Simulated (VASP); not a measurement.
# SiC (a.b) (F-43m) in VASP: single point with PBEsol

Aim: the single point of SiC (a.b) with PBEsol.

Everything below comes from runs of VASP 6.6.1. Logs are shortened: lines on timing, memory, paths and dates and some standing lists are left out, and cuts for length are marked.

## 1. The cell of the first run

The structure is cubic, space group F-43m (No. 216). The conventional cell has a = 4.357 Å, b = 4.357 Å, c = 4.357 Å, α = 90.00°, β = 90.00°, γ = 90.00°. Si (site symmetry -43m) has 4 C at 1.89 Å within 2.5 Å. Within 2.5 Å of C (site symmetry -43m) lie 4 Si at 1.89 Å.

## 2. Single point, PBEsol

The input, INCAR:

```
SYSTEM = SiC
PREC     = Accurate       ! precision mode
ENCUT    = 600            ! plane-wave cutoff, eV
EDIFF    = 1E-6           ! SCF threshold, eV
ISMEAR   = 0              ! smearing method
SIGMA    = 0.02           ! smearing width, eV
LREAL    = .False.        ! projectors in reciprocal space
LASPH    = .True.         ! aspherical terms in the spheres
NELM     = 120            ! most SCF steps
ALGO     = Normal         ! electronic algorithm
ISIF     = 2              ! what is computed and relaxed
LWAVE    = .False.        ! write WAVECAR
LCHARG   = .True.         ! write CHGCAR
GGA      = PS             ! functional
LELF     = .True.         ! ELF
LVHAR    = .True.       
NBANDS   = 11             ! bands
GGA_COMPAT= .False.
```

The input, KPOINTS:

```
Automatic mesh
0
Gamma
  10 10 10
  0 0 0
```

The input, POSCAR:

```
SiC
1.0
    0.0000000000      2.1784576418      2.1784576418
    2.1784576418      0.0000000000      2.1784576418
    2.1784576418      2.1784576418      0.0000000000
Si C
1 1
Direct
    0.0000000000      0.0000000000      0.0000000000
    0.2500000000      0.2500000000      0.2500000000
```

Potentials or basis: VASP PAW PBE potentials, release 64 (Si, C).

Command:

```console
cat potpaw_PBE.64/Si/POTCAR potpaw_PBE.64/C/POTCAR > POTCAR
mpirun -np 1 vasp_std > vasp.out
```

OUTCAR:

```text
SYSTEM = SiC
   PREC = Accurate
   ENCUT = 600
   EDIFF = 1E-6
   ISMEAR = 0
   LREAL = .False.
   LASPH = .True.
   NELM = 120
   ISIF = 2
   GGA = PS

 ion  position               nearest neighbor table
   1  0.000  0.000  0.000-   2 1.89   2 1.89   2 1.89   2 1.89
   2  0.250  0.250  0.250-   1 1.89   1 1.89   1 1.89   1 1.89

  LATTYP: Found a face centered cubic cell.
 ALAT       =     4.3569152836

  Lattice vectors:

 A1 = (   0.0000000000,   2.1784576418,   2.1784576418)
 A2 = (   2.1784576418,   0.0000000000,   2.1784576418)
 A3 = (   2.1784576418,   2.1784576418,   0.0000000000)

Analysis of symmetry for initial positions (statically):
=====================================================================
 Subroutine PRICEL returns:
 Original cell was already a primitive cell.

 Routine SETGRP: Setting up the symmetry group for a
 face centered cubic supercell.

 Subroutine GETGRP returns: Found 24 space group operations
 (whereof 24 operations were pure point group operations)
 out of a pool of 48 trial point group operations.

The static configuration has the point symmetry T_d .

Analysis of symmetry for dynamics (positions and initial velocities):
=====================================================================
 Subroutine PRICEL returns:
 Original cell was already a primitive cell.

 Routine SETGRP: Setting up the symmetry group for a
 face centered cubic supercell.

 Subroutine GETGRP returns: Found 24 space group operations
 (whereof 24 operations were pure point group operations)
 out of a pool of 48 trial point group operations.

The dynamic configuration has the point symmetry T_d .

 Subroutine INISYM returns: Found 24 space group operations
 (whereof 24 operations are pure point group operations),
 and found     1 'primitive' translations

----------------------------------------------------------------------------------------

                                     Primitive cell

  volume of cell :      20.6765

  direct lattice vectors                    reciprocal lattice vectors
     0.000000000  2.178457642  2.178457642    -0.229520185  0.229520185  0.229520185
     2.178457642  0.000000000  2.178457642     0.229520185 -0.229520185  0.229520185
     2.178457642  2.178457642  0.000000000     0.229520185  0.229520185 -0.229520185

  length of vectors
     3.080804342  3.080804342  3.080804342     0.397540621  0.397540621  0.397540621

  position of ions in fractional coordinates (direct lattice)
     0.000000000  0.000000000  0.000000000
     0.250000000  0.250000000  0.250000000

  ion indices of the primitive-cell ions
   primitive index   ion index
                 1           1
                 2           2

----------------------------------------------------------------------------------------

 KPOINTS: Automatic mesh

Automatic generation of k-mesh.
 Grid dimensions read from file:
 generate k-points for:   10   10   10

 Generating k-lattice:

  Cartesian coordinates                     Fractional coordinates (reciprocal lattice)
    -0.022952018  0.022952018  0.022952018     0.100000000  0.000000000  0.000000000
     0.022952018 -0.022952018  0.022952018     0.000000000  0.100000000  0.000000000
     0.022952018  0.022952018 -0.022952018     0.000000000  0.000000000  0.100000000

  Length of vectors
     0.039754062  0.039754062  0.039754062

  Shift w.r.t. Gamma in fractional coordinates (k-lattice)
     0.000000000  0.000000000  0.000000000

 Subroutine IBZKPT returns following result:
 ===========================================

 Found     47 irreducible k-points:

 Following reciprocal coordinates:
            Coordinates               Weight
  0.000000  0.000000  0.000000      1.000000
  0.100000  0.000000  0.000000      8.000000
  0.200000  0.000000  0.000000      8.000000
  0.300000  0.000000  0.000000      8.000000
  0.400000  0.000000  0.000000      8.000000
  0.500000  0.000000  0.000000      4.000000
[... 16 lines left out ...]
  0.300000  0.300000  0.000000      6.000000
  0.400000  0.300000  0.000000     24.000000
 [... further k-points ...]
   k-points           NKPTS =     47   k-points in BZ     NKDIM =     47   number of bands    NBANDS=     11
   number of dos      NEDOS =    301   number of ions     NIONS =      2
   total plane-waves  NPLWV =  21952
   dimension x,y,z NGX =    28 NGY =   28 NGZ =   28
   dimension x,y,z NGXF=    56 NGYF=   56 NGZF=   56
   ions per type =               1   1
   NGX,Y,Z   is equivalent  to a cutoff of  15.11, 15.11, 15.11 a.u.
   NGXF,Y,Z  is equivalent  to a cutoff of  30.22, 30.22, 30.22 a.u.
 SYSTEM =  SiC
   PREC   = accura    normal or accurate (medium, high low for compatibility)
   ISTART =      0    job   : 0-new  1-cont  2-samecut
   ICHARG =      2    charge: 1-file 2-atom 10-const
   ISPIN  =      1    spin polarized calculation?
   LNONCOLLINEAR =      F non collinear calculations
   LSORBIT =      F    spin-orbit coupling
   LASPH  =      T    aspherical Exc in radial PAW
   ENCUT  =  600.0 eV  44.10 Ry    6.64 a.u.   6.15  6.15  6.15*2*pi/ulx,y,z
   NELM   =    120;   NELMIN=  2; NELMDL= -5     # of ELM steps
   EDIFF  = 0.1E-05   stopping-criterion for ELM
   LREAL  =      F    real-space projection
   EDIFFG = 0.1E-04   stopping-criterion for IOM
   NSW    =      0    number of steps for IOM
   IBRION =     -1    ionic relax: 0-MD 1-quasi-New 2-CG
   NFREE  =      0    steps in history (QN), initial steepest desc. (CG)
   ISIF   =      2    stress and relaxation
   ISYM   =      2    0-nonsym 1-usesym 2-fastsym
   POTIM  = 0.5000    time-step for ionic-motion
   TEBEG  =    0.0;   TEEND  =   0.0 temperature during run
   PSTRESS=    0.0 pullay stress
   NELECT =       8.0000    total number of electrons
   NUPDOWN=      -1.0000    fix difference up-down
   EMIN   =  10.00;   EMAX   =-10.00  energy-range for DOS
   EFERMI =   0.00;   METHOD = LEGACY
   ISMEAR =     0;   SIGMA  =   0.02  broadening in eV -4-tet -1-fermi 0-gaus
   EFERMI_NEDOS =   21; number of points for ismear=-14 and -15
   IALGO  =     38    algorithm
   IMIX   =      4    mixing-type and parameters
     AMIX     =   0.40;   BMIX     =  1.00
     AMIX_MAG =   1.60;   BMIX_MAG =  1.00
  volume/ion in A,a.u.               =      10.34        69.77
  Fermi-wavevector in a.u.,A,eV,Ry     =   1.192923  2.254297 19.361975  1.423065
  Thomas-Fermi vector in A             =   2.328950
   LORBIT       =      0    0 simple, 1 ext, 2 COOP (PROOUT), +10 PAW based schemes
   GGA     = PS    functional components
   LHFCALC =     F    Hartree Fock is set to
   AEXX    =    0.0000 exact exchange contribution
   IVDW    =     0    specifies the selected vdW correction
   LEPSILON=     F    determine dielectric tensor
   LRPA    =     F    only Hartree local field effects (RPA)
 non-spin polarized calculation
 Gauss-broadening in eV      SIGMA  =   0.02
  energy-cutoff  :      600.00
  volume of cell :       20.68
 maximum number of plane-waves:       701
 NGX is ok and might be reduce to    28
   NGX = 13   NGY = 13   NGZ = 13

 number of electron       8.0000000 magnetization

 Free energy of the ion-electron system (eV)
  ---------------------------------------------------
  ext. energy  EPLUGINS =         0.00000000
  ---------------------------------------------------
  free energy    TOTEN  =       -15.91609687 eV

  energy without entropy =      -15.91609687  energy(sigma->0) =      -15.91609687

 E-fermi :   8.1820     XC(G=0): -11.5081

 val. band max:        8.0643074700   @ k =   0.0000   0.0000   0.0000
 cond. band min:       9.2978263837   @ k =   0.5000   0.5000   0.0000
 fundamental gap:      1.2335189137
 Fermi energy:         8.1820375824

 k-point     1 :       0.0000    0.0000    0.0000
  band No.  band energies     occupation
      1      -7.3656      2.00000
      2       8.0643      2.00000
      3       8.0643      2.00000
      4       8.0643      2.00000
      5      14.2598      0.00000
      6      15.3126      0.00000
      7      15.3126      0.00000
      8      15.3126      0.00000
      9      22.5257      0.00000
     10      22.5257      0.00000
     11      24.3388      0.00000

 k-point     2 :       0.1000    0.0000    0.0000
  band No.  band energies     occupation
      1      -7.1693      2.00000
      2       7.0491      2.00000
      3       7.9295      2.00000
      4       7.9295      2.00000
      5      14.5103      0.00000
      6      15.5569      0.00000
      7      15.5569      0.00000
      8      15.5939      0.00000
      9      21.5491      0.00000
     10      21.5491      0.00000
     11      24.1397      0.00000

 k-point     3 :       0.2000    0.0000    0.0000
  band No.  band energies     occupation
      1      -6.5888      2.00000
      2       4.9180      2.00000
      3       7.6207      2.00000
      4       7.6207      2.00000
      5      14.2113      0.00000
      6      15.9137      0.00000
      7      15.9137      0.00000
      8      16.7894      0.00000
      9      20.8747      0.00000
     10      20.8747      0.00000
     11      23.2579      0.00000

 k-point     4 :       0.3000    0.0000    0.0000
  band No.  band energies     occupation
      1      -5.6587      2.00000
      2       2.5928      2.00000
      3       7.3036      2.00000
      4       7.3036      2.00000
      5      13.8029      0.00000
      6      15.7645      0.00000
      7      15.7645      0.00000
      8      17.7320      0.00000
      9      21.7016      0.00000
     10      21.7016      0.00000
     11      23.0059      0.00000
[... 239 lines left out ...]
 k-point    22 :      -0.2000    0.2000    0.0000
  band No.  band energies     occupation
      1      -5.3470      2.00000
      2       3.2477      2.00000
      3       4.8102      2.00000
      4       7.4148      2.00000
      5      14.5465      0.00000
      6      16.0016      0.00000
      7      16.3763      0.00000
      8      17.1534      0.00000
      9      19.4990      0.00000
     10      23.3678      0.00000
     11      27.1206      0.00000

 k-point    23 :       0.3000    0.3000    0.0000
  band No.  band energies     occupation
      1      -5.0804      2.00000
      2       3.7071      2.00000
      3       5.6806      2.00000
      4       5.6806      2.00000
      5      11.1222      0.00000
      6      13.5636      0.00000
      7      19.5420      0.00000
      8      19.5420      0.00000
      9      20.4018      0.00000
     10      25.1090      0.00000
     11      29.6520      0.00000

 k-point    24 :       0.4000    0.3000    0.0000
  band No.  band energies     occupation
      1      -4.2040      2.00000
      2       2.4774      2.00000
      3       4.8789      2.00000
      4       5.4170      2.00000
      5      10.8217      0.00000
      6      13.5796      0.00000
      7      19.6254      0.00000
      8      19.9342      0.00000
      9      21.7500      0.00000
     10      26.0855      0.00000
     11      29.2445      0.00000

 [... further k-points ...]
[... 5 lines left out ...]
  --------------------------------------------------------------------------------------
  -------------------------------------------------------------------------------------
  Total        0.0269136      0.0269136      0.0269136     -0.0000000      0.0000000     -0.0000000
  in kB        2.0854787      2.0854787      2.0854787     -0.0000000      0.0000000     -0.0000000
  external PRESSURE =       2.0854787 kB  Pullay stress =       0.0000000 kB

 VOLUME and BASIS-vectors are now :
 -----------------------------------------------------------------------------
  energy-cutoff  :      600.00
  volume of cell :       20.68
      direct lattice vectors                 reciprocal lattice vectors
     0.000000000  2.178457642  2.178457642    -0.229520185  0.229520185  0.229520185
     2.178457642  0.000000000  2.178457642     0.229520185 -0.229520185  0.229520185
     2.178457642  2.178457642  0.000000000     0.229520185  0.229520185 -0.229520185

 POSITION                                       TOTAL-FORCE (eV/Angst)
 -----------------------------------------------------------------------------------
      0.00000      0.00000      0.00000         0.000000      0.000000     -0.000000
      1.08923      1.08923      1.08923        -0.000000     -0.000000      0.000000
 -----------------------------------------------------------------------------------
    total drift:                               -0.000000     -0.000000     -0.000000

  FREE ENERGIE OF THE ION-ELECTRON SYSTEM (eV)
  ---------------------------------------------------
  free  energy   TOTEN  =       -15.9160968691 eV

  energy  without entropy=      -15.9160968691  energy(sigma->0) =      -15.91609687
```

It took 34 s on 1 thread of AMD EPYC 7R13, shared host; peak memory 0.12 GiB.

What came out:

```yaml
Free_energy: -15.9161 eV
Pressure: 0.2 GPa
Band_gap_on_the_k_mesh: 1.23 eV, indirect (least direct gap 4.44 eV)
```

Levels at points of the mesh, in eV from the valence-band top:
```tsv
k point	band 2	band 3	band 4	band 5	band 6	band 7
(0.00, 0.00, 0.00)	0.00	0.00	0.00	6.20	7.25	7.25
(0.50, 0.00, 0.00)	-8.60	-1.06	-1.06	5.38	7.14	7.14
(0.50, 0.50, 0.00)	-7.84	-3.21	-3.21	1.23	4.20	13.96
```

Caveat: the PAW data sets were made with another functional, which shifts forces and pressure a little.
